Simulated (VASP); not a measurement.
Ga4TeO, 6 atoms in the cell. It takes space group P6/mmm (No. 191, hexagonal). The conventional cell has a = 5.573 Å, b = 5.573 Å, c = 4.847 Å, α = 90.00°, β = 90.00°, γ = 120.00°. Ga (site symmetry 3m) has 5 Ga at 2.41 to 3.22 Å within 3.3 Å. Te (site symmetry 6/mmm) has 2 O at 2.42 Å within 3.2 Å. O (site symmetry 6/mmm) has 2 Te at 2.42 Å within 3.2 Å. The cell was generated, and may not be a known phase.

- Program: VASP 6.6.1
- Task: relaxation of cell and atoms
- Functional: PBE
- Potentials or basis: VASP PAW PBE potentials, release 64 (Ga_d, Te, O)
- Cutoff: 600 eV
- k mesh: 6 × 6 × 4
- Occupations: gaussian, width 0.1 eV
- Spin: no spin polarisation
- Dipole correction: no
- Further INCAR settings: ALGO = Fast; EDIFF = 1e-06; IBRION = 2; EDIFFG = -0.04; NSW = 90; ISIF = 3

Potentials or basis: VASP PAW PBE potentials, release 64 (Ga_d, Te, O).

Run with:

```sh
$ cat potpaw_PBE.64/Ga_d/POTCAR potpaw_PBE.64/Te/POTCAR potpaw_PBE.64/O/POTCAR > POTCAR
$ mpirun -np 1 vasp_std > vasp.out
```

Hardware: 1 thread of Oxide Virtual Turin-like Processor, on a shared host.

Task: Estimate the wall time of this run.

Result: Run time: 17 min on 1 thread of Oxide Virtual Turin-like Processor (shared host), peak memory 0.34 GiB. Counts: scf iterations 80, k points 21, ion steps 7.
